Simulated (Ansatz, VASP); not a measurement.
# Ta2N in VASP and in Ansatz

The input INCAR:

```
SYSTEM = Ta2N
PREC = Accurate ; ENCUT = 520
EDIFF = 1E-6 ; ISMEAR = 0
SIGMA = 0.15 ; LREAL = .False.
LASPH = .True. ; NELM = 80
ALGO = Normal ; ISIF = 2
LWAVE = .False. ; LCHARG = .True.
GGA = PS ; LELF = .True.
LVHAR = .True. ; NBANDS = 20
```

Contents of KPOINTS:

```
Automatic mesh
0
Gamma
  18 18 10
  0 0 0
```

POSCAR

```
Ta2N
1.0
    3.0269676010      0.0000000000      0.0000000000
   -1.5134838005      2.6214308389      0.0000000000
    0.0000000000      0.0000000000      4.8888553724
Ta N
2 1
Direct
    0.6666666667      0.3333333333      0.7463700642
    0.3333333333      0.6666666667      0.2536299358
    0.0000000000      0.0000000000      0.0000000000
```

Input for Ansatz:

```yaml
crystal:
  lattice:
    - [3.026967601, 0.0, 0.0]
    - [-1.5134838005, 2.6214308389, 0.0]
    - [0.0, 0.0, 4.8888553724]
  atoms:
    - { symbol: Ta, position: [0.6666666667, 0.3333333333, 0.7463700642] }
    - { symbol: Ta, position: [0.3333333333, 0.6666666667, 0.2536299358] }
    - { symbol: "N", position: [0.0, 0.0, 0.0] }
basis:
  ecutwfc: 520.0
kpoints:
  mp_grid: { grid: [18, 18, 10] }
hamiltonian:
  xc: pbesol
  pseudopotentials: { kind: paw, azcp: { folder: soft_1 } }
scf:
  occupations: { method: gaussian, width: 0.15 }
output:
  forces: true
  stress: true
  eigenvalues: true
```

Alike in both runs: task single point; functional PBEsol; k mesh 18 × 18 × 10; occupations gaussian, width 0.15 eV; no spin polarisation.

|  | VASP | Ansatz |
| --- | --- | --- |
| version | VASP 6.6.1 | Ansatz 0.2.0 |
| potentials or method | VASP PAW PBE potentials, release 64 (Ta_pv, N), cutoff 520 eV | scalar-relativistic, plane waves, PAW |
| valence electrons in the cell | 27 | 31 |

VASP gave:

| Property | Result |
| --- | --- |
| gap on the k mesh at the Fermi level (eV) | none |
| pressure (GPa) | 7.2 |
| traceless stress, the component that is largest in VASP (GPa) | -4.46 |
| rms of the force components (eV/Å) | 0.215 |

Q: Which values does Ansatz return?

A: gap on the k mesh at the Fermi level (eV): none; pressure (GPa): 6.5; traceless stress, the component that is largest in VASP (GPa): -4.38; rms of the force components (eV/Å): 0.187.

VASP's potentials were made for PBE, not for PBEsol, and Ansatz warns of the same on its side. Atom by atom the forces differ by 0.027 eV/Å (rms over components). A gap of «none» marks a metal or a gap that the smearing closes. The functional is the same, so the differences come from potentials, cutoffs and numerics. VASP's potentials hold 27 valence electrons a cell and Ansatz's 31, so a difference there can come from the potentials and not from the codes.

Spin-orbit coupling is off throughout.
